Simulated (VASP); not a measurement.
# Re (P6_3/mmc) in VASP: a series of runs

Aim: see how the results for Re move with the level of theory and the settings. Levels: RPBE+D4, BLYP. Tasks: single point.

All numbers are computed with VASP 6.6.1; they aren't measurements. Logs are shortened: lines on timing, memory, paths and dates and some standing lists are left out, and cuts for length are marked.

## (1) The cell of the first run

It takes space group P6_3/mmc (No. 194, hexagonal). The conventional cell has a = 2.797 Å, b = 2.797 Å, c = 4.517 Å, α = 90.00°, β = 90.00°, γ = 120.00°. Within 3.7 Å of Re (site symmetry -6m2) lie 12 Re at 2.78 to 2.80 Å.

## (2) Single point, RPBE+D4

Contents of INCAR:

```
SYSTEM = Re
ALGO = Normal ; EDIFF = 1E-7
ENCUT = 520 ; GGA = RP
ISIF = 2 ; ISMEAR = -1
IVDW = 13 ; LASPH = .TRUE.
LCHARG = .FALSE. ; LREAL = .FALSE.
LWAVE = .FALSE. ; NBANDS = 14
NELM = 60 ; PREC = Accurate
SIGMA = 0.05
```

Contents of KPOINTS:

```
k-points
0
G
  11 11 6
  0 0 0
```

Contents of POSCAR:

```
Re
1.0
    2.7971304821      0.0000000000      0.0000000000
   -1.3985652410      2.4223860552      0.0000000000
    0.0000000000      0.0000000000      4.5168672541
Re
2
Direct
    0.6666666667      0.3333333333      0.7500000000
    0.3333333333      0.6666666667      0.2500000000
```

Potentials or basis: VASP PAW PBE potentials, release 64 (Re).

Launch:

```
> cat potpaw_PBE.64/Re/POTCAR > POTCAR
> mpirun -np 1 vasp_std > vasp.out
```

OUTCAR:

```text
SYSTEM = Re
   EDIFF = 1E-7
   ENCUT = 520
   GGA = RP
   ISIF = 2
   ISMEAR = -1
   IVDW = 13
   LASPH = .TRUE.
   LREAL = .FALSE.
   NELM = 60
   PREC = Accurate

 ion  position               nearest neighbor table
   1  0.667  0.333  0.750-   2 2.78   2 2.78   2 2.78   2 2.78   2 2.78   2 2.78
   2  0.333  0.667  0.250-   1 2.78   1 2.78   1 2.78   1 2.78   1 2.78   1 2.78

  LATTYP: Found a hexagonal cell.
 ALAT       =     2.7971304821
 C/A-ratio  =     1.6148217908

  Lattice vectors:

 A1 = (   2.7971304821,   0.0000000000,   0.0000000000)
 A2 = (  -1.3985652410,   2.4223860552,   0.0000000000)
 A3 = (   0.0000000000,   0.0000000000,   4.5168672541)

Analysis of symmetry for initial positions (statically):
=====================================================================
 Subroutine PRICEL returns:
 Original cell was already a primitive cell.

 Routine SETGRP: Setting up the symmetry group for a
 hexagonal supercell.

 Subroutine GETGRP returns: Found 24 space group operations
 (whereof 12 operations were pure point group operations)
 out of a pool of 24 trial point group operations.

The static configuration has the point symmetry D_3d.
 The point group associated with its full space group is D_6h.

Analysis of symmetry for dynamics (positions and initial velocities):
=====================================================================
 Subroutine PRICEL returns:
 Original cell was already a primitive cell.

 Routine SETGRP: Setting up the symmetry group for a
 hexagonal supercell.

 Subroutine GETGRP returns: Found 24 space group operations
 (whereof 12 operations were pure point group operations)
 out of a pool of 24 trial point group operations.

The dynamic configuration has the point symmetry D_3d.
 The point group associated with its full space group is D_6h.

 Subroutine INISYM returns: Found 24 space group operations
 (whereof 12 operations are pure point group operations),
 and found     1 'primitive' translations

----------------------------------------------------------------------------------------

                                     Primitive cell

  volume of cell :      30.6051

  direct lattice vectors                    reciprocal lattice vectors
     2.797130482  0.000000000  0.000000000     0.357509243  0.206408057  0.000000000
    -1.398565241  2.422386055  0.000000000     0.000000000  0.412816115  0.000000000
     0.000000000  0.000000000  4.516867254     0.000000000  0.000000000  0.221392382

  length of vectors
[... 94 lines left out ...]
   NUPDOWN=      -1.0000    fix difference up-down
   EMIN   =  10.00;   EMAX   =-10.00  energy-range for DOS
   EFERMI =   0.00;   METHOD = LEGACY
   ISMEAR =    -1;   SIGMA  =   0.05  broadening in eV -4-tet -1-fermi 0-gaus
   EFERMI_NEDOS =   21; number of points for ismear=-14 and -15
   IALGO  =     38    algorithm
   IMIX   =      4    mixing-type and parameters
     AMIX     =   0.40;   BMIX     =  1.00
     AMIX_MAG =   1.60;   BMIX_MAG =  1.00
  volume/ion in A,a.u.               =      15.30       103.27
  Fermi-wavevector in a.u.,A,eV,Ry     =   1.261401  2.383702 21.648659  1.591132
  Thomas-Fermi vector in A             =   2.394862
   LORBIT       =      0    0 simple, 1 ext, 2 COOP (PROOUT), +10 PAW based schemes
   GGA     = RP    functional components
   LHFCALC =     F    Hartree Fock is set to
   AEXX    =    0.0000 exact exchange contribution
   IVDW    =    13    specifies the selected vdW correction
   LEPSILON=     F    determine dielectric tensor
   LRPA    =     F    only Hartree local field effects (RPA)
 non-spin polarized calculation
  energy-cutoff  :      520.00
  volume of cell :       30.61
 maximum number of plane-waves:       839
 NGX is ok and might be reduce to    24
   NGX = 11   NGY = 11   NGZ = 17

 number of electron      14.0000000 magnetization

 Free energy of the ion-electron system (eV)
  ---------------------------------------------------
  ext. energy  EPLUGINS =         0.00000000
  ---------------------------------------------------
  free energy    TOTEN  =       -23.63330129 eV

  energy without entropy =      -23.61769443  energy(sigma->0) =      -23.62549786

 E-fermi :   7.4894     XC(G=0): -13.4871

 val. band max:        7.4591030889   @ k =   0.2727  -0.0000   0.5000
 cond. band min:       7.4898500899   @ k =   0.1818  -0.0000   0.1667
 fundamental gap:      0.0307470010
 Fermi energy:         7.4893531620

 k-point     1 :       0.0000    0.0000    0.0000
  band No.  band energies     occupation
      1      -2.1017      2.00000
      2       1.1529      2.00000
      3       6.0063      2.00000
      4       6.0109      2.00000
      5       6.0109      2.00000
      6       6.7951      2.00000
      7       6.7951      2.00000
      8       7.6719      0.05063
      9       7.6719      0.05063
     10       8.0130      0.00006
     11      10.6687      0.00000
     12      10.6687      0.00000
     13      17.0022      0.00000
     14      21.5379      0.00000
[... 377 lines left out ...]
      1       0.1321      2.00000
      2       2.7856      2.00000
      3       4.0923      2.00000
      4       4.4462      2.00000
      5       5.6627      2.00000
      6       6.3023      2.00000
      7       6.8726      1.99999
      8       7.7809      0.00585
      9       8.4511      0.00000
     10       8.8152      0.00000
     11      11.0308      0.00000
     12      13.9338      0.00000
     13      18.2089      0.00000
     14      22.8812      0.00000

 [... further k-points ...]

------------------------ aborting loop because EDIFF is reached ----------------------------------------

  DFT-D4 for vdW energy calculation

  Edisp (eV):   -2.34877

  FORCE on cell =-STRESS in cart. coord.  units (eV):
  Direction    XX          YY          ZZ          XY          YZ          ZX
  --------------------------------------------------------------------------------------
  -------------------------------------------------------------------------------------
  Total      -3.27435    -3.27435    -3.22162    -0.00000    -0.00000     0.00000
  in kB    -171.41236  -171.41236  -168.65220    -0.00000    -0.00000     0.00000
  external pressure =     -170.49 kB  Pullay stress =        0.00 kB

 VOLUME and BASIS-vectors are now :
 -----------------------------------------------------------------------------
  energy-cutoff  :      520.00
  volume of cell :       30.61
      direct lattice vectors                 reciprocal lattice vectors
     2.797130482  0.000000000  0.000000000     0.357509243  0.206408057  0.000000000
    -1.398565241  2.422386055  0.000000000     0.000000000  0.412816115  0.000000000
     0.000000000  0.000000000  4.516867254     0.000000000  0.000000000  0.221392382

 POSITION                                       TOTAL-FORCE (eV/Angst)
 -----------------------------------------------------------------------------------
      1.39857      0.80746      3.38765        -0.000000      0.000000      0.000000
     -0.00000      1.61492      1.12922         0.000000     -0.000000      0.000000
 -----------------------------------------------------------------------------------
    total drift:                               -0.000000      0.000000     -0.000000

  FREE ENERGIE OF THE ION-ELECTRON SYSTEM (eV)
  ---------------------------------------------------
  free  energy   TOTEN  =       -25.9820758077 eV

  energy  without entropy=      -25.9664689414  energy(sigma->0) =      -25.97427237
```

stdout:

```text
POSCAR found type information on POSCAR Re
 POSCAR found :  1 types and       2 ions
 scaLAPACK will be used
 -----------------------------------------------------------------------------
|                                                                             |
|                                                                             |
|     You enforced a specific xc type in the INCAR file but a different       |
|     I HOPE YOU KNOW WHAT YOU ARE DOING!                                     |
|                                                                             |
 -----------------------------------------------------------------------------

 LDA part: xc-table for (Slater+PW92), standard interpolation
 POSCAR, INCAR and KPOINTS ok, starting setup
 FFT: planning ... GRIDC
 FFT: planning ... GRID_SOFT
 FFT: planning ... GRID
 WAVECAR not read
 entering main loop
```

Wall time 44 s (1 thread of Intel Xeon 8259CL, shared host); peak memory 0.17 GiB.

Results:

| Quantity | Value |
| --- | --- |
| Free energy | -25.9821 eV |
| Pressure | -17.0 GPa |
| Band gap on the k mesh | zero (bands 7 and 8 overlap by 2.83 eV) |
| Dispersion energy per atom | -1.174 eV |

Stress tensor (GPa, compression positive):
```
-17.14   0.00   0.00
  0.00 -17.14   0.00
  0.00   0.00 -16.87
```

Levels at points of the mesh, in eV from the Fermi level:
```
           k point  band 4  band 5  band 6  band 7  band 8  band 9  band 10  band 11
(0.00, 0.00, 0.00)   -1.48   -1.48   -0.69   -0.69    0.18    0.18     0.52     3.18
(0.00, 0.00, 0.50)   -2.27   -1.60   -1.60   -1.60   -1.60    2.40     2.40     2.40
```

Caveat: the cell stands under tension; the dispersion term is far too large for a dense solid, which distorts pressure and volume; the PAW data sets were made with another functional, which shifts forces and pressure a little; spin-orbit coupling is left out, which moves the levels of the heavy elements.

## (3) Single point, RPBE+D4

This run uses another cell than the first one, of 15.60 Å³/atom.

Contents of INCAR:

```
PREC     = Accurate       # precision mode
ENCUT    = 520            # plane-wave cutoff, eV
EDIFF    = 1E-6           # SCF threshold, eV
ISMEAR   = -1             # smearing method
SIGMA    = 0.05           # smearing width, eV
LREAL    = F              # projectors in reciprocal space
LASPH    = T              # aspherical terms in the spheres
NELM     = 60             # most SCF steps
ALGO     = Normal         # electronic algorithm
ISIF     = 2              # what is computed and relaxed
LWAVE    = F              # write WAVECAR
LCHARG   = F              # write CHGCAR
GGA      = RP             # functional
IVDW     = 13             # dispersion correction
NBANDS   = 14             # bands
```

Contents of KPOINTS:

```
Automatic mesh
0
Gamma
  11 11 6
```

Contents of POSCAR:

```
Re
1.0
    2.8149470801      0.0000000000      0.0000000000
   -1.4074735401      2.4378156817      0.0000000000
    0.0000000000      0.0000000000      4.5456378849
Re
2
Direct
    0.6666666667      0.3333333333      0.7500000000
    0.3333333333      0.6666666667      0.2500000000
```

Potentials or basis: VASP PAW PBE potentials, release 64 (Re).

Launch:

```
> cat potpaw_PBE.64/Re/POTCAR > POTCAR
> mpirun -np 1 vasp_std > vasp.out
```

Run time: 37 s. Hardware: 1 thread of Intel Xeon 8259CL, shared host; peak memory 0.17 GiB.

The run converged. Its results:

- Free energy: -25.9093 eV
- Pressure: -22.7 GPa
- Band gap on the k mesh: zero (bands 7 and 8 overlap by 2.74 eV)
- Dispersion energy per atom: -1.153 eV

Stress tensor (GPa, compression positive):
```
-22.83   0.00   0.00
  0.00 -22.83   0.00
  0.00   0.00 -22.58
```

Levels at points of the mesh, in eV from the Fermi level:
```
           k point  band 3  band 4  band 5  band 6  band 7  band 8  band 9  band 10  band 11  band 12
(0.00, 0.00, 0.00)   -1.44   -1.43   -1.43   -0.67   -0.67    0.18    0.18     0.50     3.10     3.10
(0.00, 0.00, 0.50)   -2.22   -2.22   -1.55   -1.55   -1.55   -1.55    2.33     2.33     2.33     2.33
```

Caveat: the cell stands under tension; the dispersion term is far too large for a dense solid, which distorts pressure and volume; the PAW data sets were made with another functional, which shifts forces and pressure a little; spin-orbit coupling is left out, which moves the levels of the heavy elements.

## (4) Single point, BLYP

This run uses another cell than the first one, of 15.53 Å³/atom.

Contents of INCAR:

```
SYSTEM = Re
PREC = Accurate
ENCUT = 520
EDIFF = 1E-7
ISMEAR = -1
SIGMA = 0.05
LREAL = .FALSE.
LASPH = .TRUE.
NELM = 80
ALGO = Normal
ISIF = 2
LWAVE = .FALSE.
LCHARG = .FALSE.
GGA = B5
ALDAX = 1.0
AGGAX = 1.0
AGGAC = 1.0
ALDAC = 0.0
NBANDS = 14
```

Contents of KPOINTS:

```
regular mesh
0
G
  11 11 6
  0 0 0
```

Contents of POSCAR:

```
Re
1.0
    2.8129304441      0.0000000000      0.0000000000
   -1.4064652220      2.4360692236      0.0000000000
    0.0000000000      0.0000000000      4.5312501043
Re
2
Direct
    0.6666666667      0.3333333333      0.7500000000
    0.3333333333      0.6666666667      0.2500000000
```

Launch:

```
> cat potpaw_PBE.64/Re/POTCAR > POTCAR
> mpirun -np 1 vasp_std > vasp.out
```

It took 53 s on 1 thread of Intel Xeon 8259CL, shared host; peak memory 0.17 GiB.

Results (log left out):

| Quantity | Value |
| --- | --- |
| Free energy | -21.5355 eV |
| Pressure | 1.7 GPa |
| Band gap on the k mesh | zero (bands 7 and 8 overlap by 3.07 eV) |

Stress tensor (GPa, compression positive):
```
1.79 0.00 0.00
0.00 1.79 0.00
0.00 0.00 1.66
```

Levels at points of the mesh, in eV from the Fermi level:
| k point | band 3 | band 4 | band 5 | band 6 | band 7 | band 8 | band 9 | band 10 | band 11 | band 12 |
| --- | --- | --- | --- | --- | --- | --- | --- | --- | --- | --- |
| (0.00, 0.00, 0.00) | -1.50 | -1.50 | -1.49 | -0.74 | -0.74 | 0.09 | 0.09 | 0.84 | 3.06 | 3.06 |
| (0.00, 0.00, 0.50) | -2.19 | -2.19 | -1.63 | -1.63 | -1.63 | -1.63 | 2.28 | 2.28 | 2.28 | 2.28 |

Caveat: the PAW data sets were made with another functional, which shifts forces and pressure a little; spin-orbit coupling is left out, which moves the levels of the heavy elements.

## (5) The runs side by side

| level | cell | gap on the mesh (eV) | pressure (GPa) |
| --- | --- | --- | --- |
| RPBE+D4 | a = 2.797, b = 2.797, c = 4.517 Å, angles 90.0, 90.0, 120.0°, 2 atoms | none | -17.0 |
| RPBE+D4 | a = 2.815, b = 2.815, c = 4.546 Å, angles 90.0, 90.0, 120.0°, 2 atoms | none | -22.7 |
| BLYP | a = 2.813, b = 2.813, c = 4.531 Å, angles 90.0, 90.0, 120.0°, 2 atoms | none | 1.7 |

Alike in all rows: task single point; potentials or basis VASP PAW PBE potentials, release 64 (Re); no spin polarisation; k mesh 11 × 11 × 6; cutoff (eV) 520; smearing fermi-dirac 0.05 eV.

Caveats: the PAW data sets were made with another functional, which shifts forces and pressure a little; spin-orbit coupling is left out, which moves the levels of the heavy elements; the cell stands under tension (at least some runs); the dispersion term is far too large for a dense solid, which distorts pressure and volume (at least some runs).

Absolute energies hang on the potentials; compare differences alone.

The gap in the log of VASP goes by the Fermi energy; the results here count the filled bands.